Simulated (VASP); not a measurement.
# MgS (F-43m) in VASP: single point with HSE06

Aim: the single point of MgS with HSE06.

Program: VASP 6.6.1. These are calculated values, not measurements. Logs are shortened: lines on timing, memory, paths and dates and some standing lists are left out, and cuts for length are marked.

## (1) The cell of the first run

Symmetry: F-43m, No. 216, cubic system. Conventional cell: a = 5.652 Å, b = 5.652 Å, c = 5.652 Å, α = 90.00°, β = 90.00°, γ = 90.00°. Mg (site symmetry -43m) has 4 S at 2.45 Å within 3.2 Å. S (site symmetry -43m) has 4 Mg at 2.45 Å within 3.2 Å.

## (2) Single point, HSE06

POSCAR

```
MgS
1.0
    0.0000000000      2.8258920506      2.8258920506
    2.8258920506      0.0000000000      2.8258920506
    2.8258920506      2.8258920506      0.0000000000
Mg S
1 1
Direct
    0.0000000000      0.0000000000      0.0000000000
    0.2500000000      0.2500000000      0.2500000000
```

INCAR.step1

```
ALGO = Normal
EDIFF = 1E-5
ENCUT = 520
GGA = PE
GGA_COMPAT = False
ISIF = 2
ISMEAR = 0
LASPH = True
LCHARG = False
LREAL = False
LWAVE = True
NBANDS = 11
NELM = 120
PREC = Accurate
SIGMA = 0.01
```

INCAR.step2

```
ALGO = Normal
EDIFF = 1E-6
ENCUT = 520
GGA = PE
GGA_COMPAT = False
HFSCREEN = 0.2079
ISIF = 2
ISMEAR = 0
ISTART = 1
LASPH = True
LCHARG = False
LHFCALC = True
LREAL = False
LWAVE = False
NBANDS = 11
NELM = 120
PREC = Accurate
PRECFOCK = Normal
SIGMA = 0.01
```

KPOINTS

```
k-points
0
Gamma
  6 6 6
```

Potentials or basis: VASP PAW PBE potentials, release 64 (Mg, S).

Run with:

```bash
$ cat potpaw_PBE.64/Mg/POTCAR potpaw_PBE.64/S/POTCAR > POTCAR
$ cp INCAR.step1 INCAR
$ mpirun -np 1 vasp_std > vasp.out
$ cp INCAR.step2 INCAR
$ mpirun -np 1 vasp_std > vasp.out
```

OUTCAR:

```text
EDIFF = 1E-6
   ENCUT = 520
   GGA = PE
   HFSCREEN = 0.2079
   ISIF = 2
   ISMEAR = 0
   ISTART = 1
   LASPH = True
   LHFCALC = True
   LREAL = False
   NELM = 120
   PREC = Accurate
   PRECFOCK = Normal

 ion  position               nearest neighbor table
   1  0.000  0.000  0.000-   2 2.45   2 2.45   2 2.45   2 2.45
   2  0.250  0.250  0.250-   1 2.45   1 2.45   1 2.45   1 2.45

  LATTYP: Found a face centered cubic cell.
 ALAT       =     5.6517841012

  Lattice vectors:

 A1 = (   0.0000000000,   2.8258920506,   2.8258920506)
 A2 = (   2.8258920506,   0.0000000000,   2.8258920506)
 A3 = (   2.8258920506,   2.8258920506,   0.0000000000)

Analysis of symmetry for initial positions (statically):
=====================================================================
 Subroutine PRICEL returns:
 Original cell was already a primitive cell.

 Routine SETGRP: Setting up the symmetry group for a
 face centered cubic supercell.

 Subroutine GETGRP returns: Found 24 space group operations
 (whereof 24 operations were pure point group operations)
 out of a pool of 48 trial point group operations.

The static configuration has the point symmetry T_d .

Analysis of symmetry for dynamics (positions and initial velocities):
=====================================================================
 Subroutine PRICEL returns:
 Original cell was already a primitive cell.

 Routine SETGRP: Setting up the symmetry group for a
 face centered cubic supercell.

 Subroutine GETGRP returns: Found 24 space group operations
 (whereof 24 operations were pure point group operations)
 out of a pool of 48 trial point group operations.

The dynamic configuration has the point symmetry T_d .

 Subroutine INISYM returns: Found 24 space group operations
 (whereof 24 operations are pure point group operations),
 and found     1 'primitive' translations

----------------------------------------------------------------------------------------

                                     Primitive cell

  volume of cell :      45.1333

  direct lattice vectors                    reciprocal lattice vectors
     0.000000000  2.825892051  2.825892051    -0.176935280  0.176935280  0.176935280
     2.825892051  0.000000000  2.825892051     0.176935280 -0.176935280  0.176935280
     2.825892051  2.825892051  0.000000000     0.176935280  0.176935280 -0.176935280

  length of vectors
     3.996414864  3.996414864  3.996414864     0.306460894  0.306460894  0.306460894

[... 88 lines left out ...]
   IALGO  =     38    algorithm
   IMIX   =      1    mixing-type and parameters
     AMIX     =   0.40;   BMIX     =  1.00
     AMIX_MAG =   1.60;   BMIX_MAG =  1.00
  volume/ion in A,a.u.               =      22.57       152.29
  Fermi-wavevector in a.u.,A,eV,Ry     =   0.919615  1.737820 11.506328  0.845691
  Thomas-Fermi vector in A             =   2.044828
   LORBIT       =      0    0 simple, 1 ext, 2 COOP (PROOUT), +10 PAW based schemes
   GGA     = PE    functional components
   LHFCALC =     T    Hartree Fock is set to
   PRECFOCK=normal    Normal, Fast or Accurate (Low or Medium for compatibility)
   ENCUT4O =  -1.0   cutoff for four orbital integrals eV
   NKREDX  =     1    reduce k-point grid by
   NKREDY  =     1    reduce k-point grid by
   NKREDZ  =     1    reduce k-point grid by
   AEXX    =    0.2500 exact exchange contribution
   HFSCREEN=    0.2079 screening length (either q_TF or 0.3 A-1)
   HFSCREENC=   0.2079 screening length for correlation (either q_TF or 0.3 A-1)
   ENCUTFOCK=  -1.0 apply spherical cutoff to Coloumb kernel
   IVDW    =     0    specifies the selected vdW correction
   LEPSILON=     F    determine dielectric tensor
   LRPA    =     F    only Hartree local field effects (RPA)
 non-spin polarized calculation
 Gauss-broadening in eV      SIGMA  =   0.01
  energy-cutoff  :      520.00
  volume of cell :       45.13
 maximum number of plane-waves:      1243
 NGX is ok and might be reduce to    30
  NGX = 24; NGY = 24; NGZ = 24

 number of electron       8.0000001 magnetization

 Free energy of the ion-electron system (eV)
  ---------------------------------------------------
  ext. energy  EPLUGINS =         0.00000000
  ---------------------------------------------------
  free energy    TOTEN  =        -9.84565316 eV

  energy without entropy =       -9.84565316  energy(sigma->0) =       -9.84565316

 E-fermi :   0.4312     XC(G=0):  -7.0359

 val. band max:        0.3630508465   @ k =   0.0000   0.0000   0.0000
 cond. band min:       4.9025112809   @ k =   0.0000   0.0000   0.0000
 fundamental gap:      4.5394604344
 Fermi energy:         0.4312141304

 k-point     1 :       0.0000    0.0000    0.0000
  band No.  band energies     occupation
      1     -12.0791      2.00000
      2       0.3631      2.00000
      3       0.3631      2.00000
      4       0.3631      2.00000
      5       4.9025      0.00000
      6       9.5623      0.00000
      7       9.5623      0.00000
      8       9.5623      0.00000
      9      12.5740      0.00000
     10      12.5740      0.00000
     11      15.4544      0.00000
[... 197 lines left out ...]
 k-point    16 :      -0.3333    0.5000    0.1667
  band No.  band energies     occupation
      1     -11.0666      2.00000
      2      -2.3655      2.00000
      3      -1.3338      2.00000
      4      -0.9968      2.00000
      5       6.3654      0.00000
      6       8.3983      0.00000
      7      11.0827      0.00000
      8      11.1413      0.00000
      9      14.4315      0.00000
     10      15.7470      0.00000
     11      15.8571      0.00000

------------------------ aborting loop because EDIFF is reached ----------------------------------------

  FORCE on cell =-STRESS in cart. coord.  units (eV):
  Direction    XX          YY          ZZ          XY          YZ          ZX
  --------------------------------------------------------------------------------------
  -------------------------------------------------------------------------------------
  Total        0.0519000      0.0519000      0.0519000     -0.0000000     -0.0000000      0.0000000
  in kB        1.8423886      1.8423886      1.8423886     -0.0000000     -0.0000000      0.0000000
  external PRESSURE =       1.8423886 kB  Pullay stress =       0.0000000 kB

 VOLUME and BASIS-vectors are now :
 -----------------------------------------------------------------------------
  energy-cutoff  :      520.00
  volume of cell :       45.13
      direct lattice vectors                 reciprocal lattice vectors
     0.000000000  2.825892051  2.825892051    -0.176935280  0.176935280  0.176935280
     2.825892051  0.000000000  2.825892051     0.176935280 -0.176935280  0.176935280
     2.825892051  2.825892051  0.000000000     0.176935280  0.176935280 -0.176935280

 POSITION                                       TOTAL-FORCE (eV/Angst)
 -----------------------------------------------------------------------------------
      0.00000      0.00000      0.00000        -0.000000     -0.000000     -0.000000
      1.41295      1.41295      1.41295         0.000000      0.000000      0.000000
 -----------------------------------------------------------------------------------
    total drift:                                0.000000     -0.000001     -0.000000

  FREE ENERGIE OF THE ION-ELECTRON SYSTEM (eV)
  ---------------------------------------------------
  free  energy   TOTEN  =        -9.8456531612 eV

  energy  without entropy=       -9.8456531612  energy(sigma->0) =       -9.84565316
```

OUTCAR.step1:

```text
EDIFF = 1E-5
   ENCUT = 520
   GGA = PE
   ISIF = 2
   ISMEAR = 0
[... 435 lines left out ...]
 -----------------------------------------------------------------------------------
      0.00000      0.00000      0.00000         0.000000      0.000000      0.000000
      1.41295      1.41295      1.41295        -0.000000     -0.000000     -0.000000
 -----------------------------------------------------------------------------------
    total drift:                                0.000000      0.000000     -0.000000

  FREE ENERGIE OF THE ION-ELECTRON SYSTEM (eV)
  ---------------------------------------------------
  free  energy   TOTEN  =        -8.4684721970 eV

  energy  without entropy=       -8.4684721970  energy(sigma->0) =       -8.46847220
```

Run time: 14 min. Hardware: 1 thread of Oxide Virtual Turin-like, shared host; peak memory 0.26 GiB.

What came out:

```
Free energy            : -9.8457 eV
Pressure               : 0.2 GPa
Band gap on the k mesh : 4.54 eV
```

Levels at points of the mesh, in eV from the valence-band top:
```tsv
k point	band 1	band 2	band 3	band 4	band 5	band 6	band 7	band 8	band 9
(0.00, 0.00, 0.00)	-12.44	0.00	0.00	0.00	4.54	9.20	9.20	9.20	12.21
(0.50, 0.00, 0.00)	-11.68	-3.41	-0.36	-0.36	6.25	8.84	8.84	9.87	14.29
(0.50, 0.50, 0.00)	-11.44	-3.07	-1.14	-1.14	4.85	6.76	12.69	13.80	13.80
```

Caveat: the PAW data sets were made with another functional, which shifts forces and pressure a little. A k mesh can miss the band edges.
